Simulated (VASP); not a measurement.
# Si2Mo (I4/mmm) in VASP: a series of runs

The runs below take Si2Mo through relaxation of cell and atoms, single point, with PBEsol, PBE.

Program: VASP 6.6.1. These are calculated values, not measurements. Logs are shortened: lines on timing, memory, paths and dates and some standing lists are left out, and cuts for length are marked.

## 1. The cell of the first run

Symmetry: I4/mmm, No. 139, tetragonal system. The conventional cell has a = 3.200 Å, b = 3.200 Å, c = 7.861 Å, α = 90.00°, β = 90.00°, γ = 90.00°. Within 3.5 Å of Mo (site symmetry 4/mmm) lie 10 Si at 2.62 Å and 4 Mo at 3.20 Å. Si (site symmetry 4mm) has 9 Si at 2.61 to 3.20 Å and 5 Mo at 2.62 Å within 3.4 Å.

## 2. Relaxation of cell and atoms, PBEsol, target pressure 2 GPa, at which the enthalpy is minimised

File INCAR:

```
SYSTEM = Si2Mo
  PREC = Accurate
  ENCUT = 600
  EDIFF = 1E-7
  ISMEAR = -1
  SIGMA = 0.05
  LREAL = .FALSE.
  LASPH = .TRUE.
  NELM = 60
  ALGO = Normal
  ISIF = 3
  LWAVE = .FALSE.
  LCHARG = .FALSE.
  GGA = PS
  IBRION = 2
  NSW = 60
  EDIFFG = -0.01
  PSTRESS = 20.0
```

File KPOINTS:

```
Automatic mesh
0
G
  12 12 12
  0 0 0
```

File POSCAR:

```
Si2Mo
1.0
   -1.6000000000      1.6000000000      3.9305000000
    1.6000000000     -1.6000000000      3.9305000000
    1.6000000000      1.6000000000     -3.9305000000
Mo Si
1 2
Direct
    0.0000000000      0.0000000000      0.0000000000
    0.6670000000      0.6670000000      0.0000000000
    0.3330000000      0.3330000000      0.0000000000
```

Potentials or basis: VASP PAW PBE potentials, release 64 (Mo_sv, Si).

The run is started by

```console
$ cat potpaw_PBE.64/Mo_sv/POTCAR potpaw_PBE.64/Si/POTCAR > POTCAR
$ mpirun -np 1 vasp_std > vasp.out
```

OUTCAR:

```text
SYSTEM = Si2Mo
   PREC = Accurate
   ENCUT = 600
   EDIFF = 1E-7
   ISMEAR = -1
   LREAL = .FALSE.
   LASPH = .TRUE.
   NELM = 60
   ISIF = 3
   GGA = PS
   IBRION = 2
   NSW = 60
   EDIFFG = -0.01
   PSTRESS = 20.0

 ion  position               nearest neighbor table
   1  0.000  0.000  0.000-   2 2.62   3 2.62   2 2.62   3 2.62   2 2.62   3 2.62   3 2.62   2 2.62
                             2 2.62   3 2.62
   2  0.667  0.667  0.000-   3 2.61   3 2.61   3 2.61   3 2.61   1 2.62   1 2.62   1 2.62   1 2.62
                             1 2.62   3 2.63
   3  0.333  0.333  0.000-   2 2.61   2 2.61   2 2.61   2 2.61   1 2.62   1 2.62   1 2.62   1 2.62
                             1 2.62   2 2.63

  LATTYP: Found a body centered tetragonal cell.
 ALAT       =     3.2000000000
 C/A-ratio  =     2.4565625000

  Lattice vectors:

 A1 = (  -1.6000000000,   1.6000000000,   3.9305000000)
 A2 = (   1.6000000000,  -1.6000000000,   3.9305000000)
 A3 = (   1.6000000000,   1.6000000000,  -3.9305000000)

Analysis of symmetry for initial positions (statically):
=====================================================================
 Subroutine PRICEL returns:
 Original cell was already a primitive cell.

 Routine SETGRP: Setting up the symmetry group for a
 body centered tetragonal supercell.

 Subroutine GETGRP returns: Found 16 space group operations
 (whereof 16 operations were pure point group operations)
 out of a pool of 16 trial point group operations.

The static configuration has the point symmetry D_4h.

Analysis of symmetry for dynamics (positions and initial velocities):
=====================================================================
 Subroutine PRICEL returns:
 Original cell was already a primitive cell.

 Routine SETGRP: Setting up the symmetry group for a
 body centered tetragonal supercell.

 Subroutine GETGRP returns: Found 16 space group operations
 (whereof 16 operations were pure point group operations)
 out of a pool of 16 trial point group operations.

The dynamic configuration has the point symmetry D_4h.

 Subroutine INISYM returns: Found 16 space group operations
 (whereof 16 operations are pure point group operations),
 and found     1 'primitive' translations

----------------------------------------------------------------------------------------

                                     Primitive cell

  volume of cell :      40.2483

  direct lattice vectors                    reciprocal lattice vectors
    -1.600000000  1.600000000  3.930500000     0.000000000  0.312500000  0.127210279
     1.600000000 -1.600000000  3.930500000     0.312500000  0.000000000  0.127210279
     1.600000000  1.600000000 -3.930500000     0.312500000  0.312500000  0.000000000

  length of vectors
     4.535287229  4.535287229  4.535287229     0.337399918  0.337399918  0.441941738

  position of ions in fractional coordinates (direct lattice)
     0.000000000  0.000000000  0.000000000
     0.667000000  0.667000000  0.000000000
     0.333000000  0.333000000  0.000000000

  ion indices of the primitive-cell ions
   primitive index   ion index
                 1           1
                 2           2
                 3           3

----------------------------------------------------------------------------------------

 KPOINTS: Automatic mesh

Automatic generation of k-mesh.
 Grid dimensions read from file:
 generate k-points for:   12   12   12

 Generating k-lattice:

  Cartesian coordinates                     Fractional coordinates (reciprocal lattice)
     0.000000000  0.026041667  0.010600857     0.083333333  0.000000000 -0.000000000
     0.026041667  0.000000000  0.010600857     0.000000000  0.083333333 -0.000000000
     0.026041667  0.026041667  0.000000000     0.000000000  0.000000000  0.083333333

  Length of vectors
     0.028116660  0.028116660  0.036828478

  Shift w.r.t. Gamma in fractional coordinates (k-lattice)
     0.000000000  0.000000000  0.000000000

 Subroutine IBZKPT returns following result:
 ===========================================

 Found    163 irreducible k-points:

 Following reciprocal coordinates:
            Coordinates               Weight
  0.000000  0.000000  0.000000      1.000000
  0.083333 -0.000000  0.000000      8.000000
  0.166667 -0.000000  0.000000      8.000000
  0.250000 -0.000000  0.000000      8.000000
  0.333333 -0.000000  0.000000      8.000000
  0.416667  0.000000  0.000000      8.000000
[... 16 lines left out ...]
  0.500000  0.166667  0.000000     16.000000
 -0.416667  0.166667  0.000000     16.000000
 [... further k-points ...]
   k-points           NKPTS =    163   k-points in BZ     NKDIM =    163   number of bands    NBANDS=     15
   number of dos      NEDOS =    301   number of ions     NIONS =      3
   total plane-waves  NPLWV =  46656
   dimension x,y,z NGX =    36 NGY =   36 NGZ =   36
   dimension x,y,z NGXF=    72 NGYF=   72 NGZF=   72
   ions per type =               1   2
   NGX,Y,Z   is equivalent  to a cutoff of  13.20, 13.20, 13.20 a.u.
   NGXF,Y,Z  is equivalent  to a cutoff of  26.39, 26.39, 26.39 a.u.
 SYSTEM =  Si2Mo
   PREC   = accura    normal or accurate (medium, high low for compatibility)
   ISTART =      0    job   : 0-new  1-cont  2-samecut
   ICHARG =      2    charge: 1-file 2-atom 10-const
   ISPIN  =      1    spin polarized calculation?
   LNONCOLLINEAR =      F non collinear calculations
   LSORBIT =      F    spin-orbit coupling
   LASPH  =      T    aspherical Exc in radial PAW
   ENCUT  =  600.0 eV  44.10 Ry    6.64 a.u.   9.06  9.06  9.06*2*pi/ulx,y,z
   NELM   =     60;   NELMIN=  2; NELMDL= -5     # of ELM steps
   EDIFF  = 0.1E-06   stopping-criterion for ELM
   LREAL  =      F    real-space projection
   EDIFFG = -.1E-01   stopping-criterion for IOM
   NSW    =     60    number of steps for IOM
   IBRION =      2    ionic relax: 0-MD 1-quasi-New 2-CG
   NFREE  =      1    steps in history (QN), initial steepest desc. (CG)
   ISIF   =      3    stress and relaxation
   ISYM   =      2    0-nonsym 1-usesym 2-fastsym
   POTIM  = 0.5000    time-step for ionic-motion
   TEBEG  =    0.0;   TEEND  =   0.0 temperature during run
   PSTRESS=   20.0 pullay stress
   NELECT =      22.0000    total number of electrons
   NUPDOWN=      -1.0000    fix difference up-down
   EMIN   =  10.00;   EMAX   =-10.00  energy-range for DOS
   EFERMI =   0.00;   METHOD = LEGACY
   ISMEAR =    -1;   SIGMA  =   0.05  broadening in eV -4-tet -1-fermi 0-gaus
   EFERMI_NEDOS =   21; number of points for ismear=-14 and -15
   IALGO  =     38    algorithm
   IMIX   =      4    mixing-type and parameters
     AMIX     =   0.40;   BMIX     =  1.00
     AMIX_MAG =   1.60;   BMIX_MAG =  1.00
  volume/ion in A,a.u.               =      13.42        90.54
  Fermi-wavevector in a.u.,A,eV,Ry     =   1.338546  2.529484 24.377614  1.791704
  Thomas-Fermi vector in A             =   2.467007
   LORBIT       =      0    0 simple, 1 ext, 2 COOP (PROOUT), +10 PAW based schemes
   GGA     = PS    functional components
   LHFCALC =     F    Hartree Fock is set to
   AEXX    =    0.0000 exact exchange contribution
   IVDW    =     0    specifies the selected vdW correction
   LEPSILON=     F    determine dielectric tensor
   LRPA    =     F    only Hartree local field effects (RPA)
 conjugate gradient relaxation of ions
 non-spin polarized calculation
  energy-cutoff  :      600.00
  volume of cell :       40.25
 maximum number of plane-waves:      1362
   NGX = 19   NGY = 19   NGZ = 19

--------------------------------------- Ionic step        1  -------------------------------------------

 number of electron      22.0000000 magnetization

 Free energy of the ion-electron system (eV)
  ---------------------------------------------------
  ext. energy  EPLUGINS =         0.00000000
  ---------------------------------------------------
  free energy    TOTEN  =       -25.07165711 eV

  energy without entropy =      -25.06943126  energy(sigma->0) =      -25.07054418

------------------------ aborting loop because EDIFF is reached ----------------------------------------

  FORCE on cell =-STRESS in cart. coord.  units (eV):
  Direction    XX          YY          ZZ          XY          YZ          ZX
  --------------------------------------------------------------------------------------
  -------------------------------------------------------------------------------------
  Total       -0.5000903     -0.5000903     -0.8112426      0.0000000      0.0000000      0.0000000
  in kB      -19.9072509    -19.9072509    -32.2933850      0.0000000      0.0000000      0.0000000
  external PRESSURE =     -44.0359622 kB  Pullay stress =      20.0000000 kB

 VOLUME and BASIS-vectors are now :
 -----------------------------------------------------------------------------
  energy-cutoff  :      600.00
  volume of cell :       40.25
      direct lattice vectors                 reciprocal lattice vectors
    -1.600000000  1.600000000  3.930500000     0.000000000  0.312500000  0.127210279
     1.600000000 -1.600000000  3.930500000     0.312500000  0.000000000  0.127210279
     1.600000000  1.600000000 -3.930500000     0.312500000  0.312500000  0.000000000
[... 165 lines left out ...]
  FREE ENERGIE OF THE ION-ELECTRON SYSTEM (eV)
  ---------------------------------------------------
  free  energy   TOTEN  =       -25.0775402444 eV

  energy  without entropy=      -25.0751749295  energy(sigma->0) =      -25.07635759

  enthalpy is  TOTEN    =       -24.5847426559 eV   P V=        0.4927975886

--------------------------------------- Ionic step        6  -------------------------------------------

 number of electron      22.0000000 magnetization

 Free energy of the ion-electron system (eV)
  ---------------------------------------------------
  ext. energy  EPLUGINS =         0.00000000
  ---------------------------------------------------
  free energy    TOTEN  =       -25.07766385 eV

  energy without entropy =      -25.07528388  energy(sigma->0) =      -25.07647387

 E-fermi :  12.4521     XC(G=0): -12.6000

 val. band max:       12.4035061770   @ k =  -0.4167   0.5000   0.3333
 cond. band min:      12.4646324559   @ k =   0.0833  -0.0000   0.0000
 fundamental gap:      0.0611262789
 Fermi energy:        12.4520718149

 k-point     1 :       0.0000    0.0000    0.0000
  band No.  band energies     occupation
      1     -48.1385      2.00000
      2     -22.3364      2.00000
      3     -22.2461      2.00000
      4     -22.2461      2.00000
      5      -1.1063      2.00000
      6       5.9405      2.00000
      7       9.0682      2.00000
      8       9.2813      2.00000
      9       9.7940      2.00000
     10       9.7940      2.00000
     11      12.8500      0.00070
     12      15.5559      0.00000
     13      15.7408      0.00000
     14      16.0519      0.00000
     15      16.0519      0.00000
[... 397 lines left out ...]
 k-point    24 :      -0.4167    0.1667    0.0000
  band No.  band energies     occupation
      1     -48.1145      2.00000
      2     -22.4958      2.00000
      3     -22.3074      2.00000
      4     -22.2879      2.00000
      5       1.8777      2.00000
      6       4.4119      2.00000
      7       7.0163      2.00000
      8       8.4155      2.00000
      9       9.7412      2.00000
     10      10.3297      2.00000
     11      10.5297      2.00000
     12      14.5334      0.00000
     13      14.8309      0.00000
     14      16.2318      0.00000
     15      16.9482      0.00000

 [... further k-points ...]

------------------------ aborting loop because EDIFF is reached ----------------------------------------

  FORCE on cell =-STRESS in cart. coord.  units (eV):
  Direction    XX          YY          ZZ          XY          YZ          ZX
  --------------------------------------------------------------------------------------
  -------------------------------------------------------------------------------------
  Total        0.5192758      0.5192758      0.5176359      0.0000000      0.0000000      0.0000000
  in kB       21.0700944     21.0700944     21.0035536      0.0000000      0.0000000      0.0000000
  external PRESSURE =       1.0479141 kB  Pullay stress =      20.0000000 kB

 VOLUME and BASIS-vectors are now :
 -----------------------------------------------------------------------------
  energy-cutoff  :      600.00
  volume of cell :       39.49
      direct lattice vectors                 reciprocal lattice vectors
    -1.590571765  1.590571765  3.901895928     0.000000000  0.314352367  0.128142833
     1.590571765 -1.590571765  3.901895928     0.314352367  0.000000000  0.128142833
     1.590571765  1.590571765 -3.901895928     0.314352367  0.314352367  0.000000000

 POSITION                                       TOTAL-FORCE (eV/Angst)
 -----------------------------------------------------------------------------------
      0.00000      0.00000      0.00000         0.000000      0.000000     -0.000000
      0.00000      0.00000      5.19015        -0.000000     -0.000000      0.002838
      0.00000      0.00000      2.61364         0.000000      0.000000     -0.002838
 -----------------------------------------------------------------------------------
    total drift:                                0.000000      0.000000      0.000000

  FREE ENERGIE OF THE ION-ELECTRON SYSTEM (eV)
  ---------------------------------------------------
  free  energy   TOTEN  =       -25.0776638547 eV

  energy  without entropy=      -25.0752838760  energy(sigma->0) =      -25.07647387

  enthalpy is  TOTEN    =       -24.5847606701 eV   P V=        0.4929031846

 reached required accuracy - stopping structural energy minimisation
```

Wall time 5.2 min (1 thread of AMD EPYC 9R45 (Zen 5), shared host); peak memory 0.27 GiB.

Results:

```
Free energy                                                : -25.0777 eV
Relaxed volume                                             : 13.16 Å³/atom
Relaxed cell                                               : a = 4.504 Å, b = 4.504 Å, c = 4.504 Å, α = 138.64°, β = 138.64°, γ = 59.93°
Space group after relaxing (to 0.1 Å)                      : I4/mmm (No. 139)
Energy change on relaxing (the run minimises the enthalpy) : -2.0 meV/atom
Ionic steps                                                : 6
Pressure after relaxing                                    : 2.1 GPa
Band gap on the k mesh                                     : zero (bands 11 and 12 overlap by 0.95 eV)
```

Forces in eV/Å, atoms in the order of the input:
```
Mo   0.000  0.000  0.000
Si   0.000  0.000  0.003
Si   0.000  0.000 -0.003
```

The path:
```
step  energy change (eV)  largest force (eV/Å)  pressure (GPa)  volume (Å³)
   1              0.0000                0.3223           -2.40        40.25
   2              0.0483                0.1005           10.88        38.14
   3             -0.0035                0.1759            2.34        39.42
   4             -0.0033                0.1727            2.44        39.40
   5             -0.0059                0.0152            2.14        39.48
   6             -0.0060                0.0028            2.10        39.49
```

Final structure:
```
Mo Si
1.0
    -1.59057    1.59057    3.90190
     1.59057   -1.59057    3.90190
     1.59057    1.59057   -3.90190
Mo Si
1 2
Cartesian
  0.0000 0.0000 0.0000
  0.0000 0.0000 5.1902
  0.0000 0.0000 2.6136
```

Levels at points of the mesh, in eV from the Fermi level:
```tsv
k point	band 9	band 10	band 11	band 12	band 13	band 14
(0.00, 0.00, 0.00)	-2.66	-2.66	0.40	3.10	3.29	3.60
(0.50, 0.00, 0.00)	-2.65	-2.62	-0.52	2.32	3.15	4.22
(0.50, 0.50, 0.00)	-4.51	-3.14	-1.20	2.38	2.82	3.21
(0.50, 0.50, 0.50)	-0.59	-0.59	-0.45	-0.45	0.54	4.80
```

Caveat: the cell is relaxed towards a set pressure, so the run minimises the enthalpy, not the energy; the PAW data sets were made with another functional, which shifts forces and pressure a little.

## 3. Relaxation of cell and atoms, PBEsol, target pressure 5 GPa, at which the enthalpy is minimised

File INCAR:

```
SYSTEM = Si2Mo
ALGO = Normal
EDIFF = 1E-7
EDIFFG = -0.01
ENCUT = 600
GGA = PS
IBRION = 2
ISIF = 3
ISMEAR = -1
LASPH = .TRUE.
LCHARG = .FALSE.
LREAL = .FALSE.
LWAVE = .FALSE.
NELM = 60
NSW = 60
PREC = Accurate
PSTRESS = 50.0
SIGMA = 0.05
```

File KPOINTS:

```
k-points
0
G
  12 12 12
  0 0 0
```

POSCAR is that of step 2.

Potentials or basis: VASP PAW PBE potentials, release 64 (Mo_sv, Si).

The run is started by

```console
$ cat potpaw_PBE.64/Mo_sv/POTCAR potpaw_PBE.64/Si/POTCAR > POTCAR
$ mpirun -np 1 vasp_std > vasp.out
```

It took 6.2 min on 1 thread of AMD EPYC 9R45 (Zen 5), shared host; peak memory 0.27 GiB.

Results (log left out):

* Free energy: -25.0674 eV
* Relaxed volume: 13.00 Å³/atom
* Relaxed cell: a = 4.487 Å, b = 4.487 Å, c = 4.487 Å, α = 138.66°, β = 138.66°, γ = 59.90°
* Space group after relaxing (to 0.1 Å): I4/mmm (No. 139)
* Energy change on relaxing (the run minimises the enthalpy): +1.4 meV/atom
* Ionic steps: 7
* Pressure after relaxing: 4.9 GPa
* Band gap on the k mesh: zero (bands 11 and 12 overlap by 0.97 eV)

Stress tensor (GPa, compression positive):
```
4.89 0.00 0.00
0.00 4.89 0.00
0.00 0.00 4.98
```

The path:
| step | energy change (eV) | largest force (eV/Å) | pressure (GPa) | volume (Å³) |
| --- | --- | --- | --- | --- |
| 1 | 0.0000 | 0.3223 | -2.40 | 40.25 |
| 2 | 0.1885 | 0.1978 | 21.69 | 36.74 |
| 3 | 0.0070 | 0.1670 | 5.05 | 38.97 |
| 4 | 0.0078 | 0.1635 | 5.22 | 38.95 |
| 5 | 0.0053 | 0.0195 | 5.08 | 38.98 |
| 6 | 0.0051 | 0.0046 | 5.07 | 38.99 |
| 7 | 0.0043 | 0.0006 | 4.92 | 39.01 |

Final structure:
```
Mo Si
1.0
    -1.58390    1.58390    3.88785
     1.58390   -1.58390    3.88785
     1.58390    1.58390   -3.88785
Mo Si
1 2
Direct
  0.00000 0.00000 0.00000
  0.66527 0.66527 0.00000
  0.33473 0.33473 0.00000
```

Levels at points of the mesh, in eV from the Fermi level:
```csv
k point,band 9,band 10,band 11,band 12,band 13,band 14
"(0.00, 0.00, 0.00)",-2.70,-2.70,0.41,3.05,3.36,3.65
"(0.50, 0.00, 0.00)",-2.70,-2.65,-0.54,2.37,3.17,4.28
"(0.50, 0.50, 0.00)",-4.56,-3.19,-1.20,2.42,2.87,3.24
"(0.50, 0.50, 0.50)",-0.60,-0.60,-0.45,-0.45,0.55,4.83
```

Caveat: the cell is relaxed towards a set pressure, so the run minimises the enthalpy, not the energy; the PAW data sets were made with another functional, which shifts forces and pressure a little.

(Part 1 of 2 ends here.)
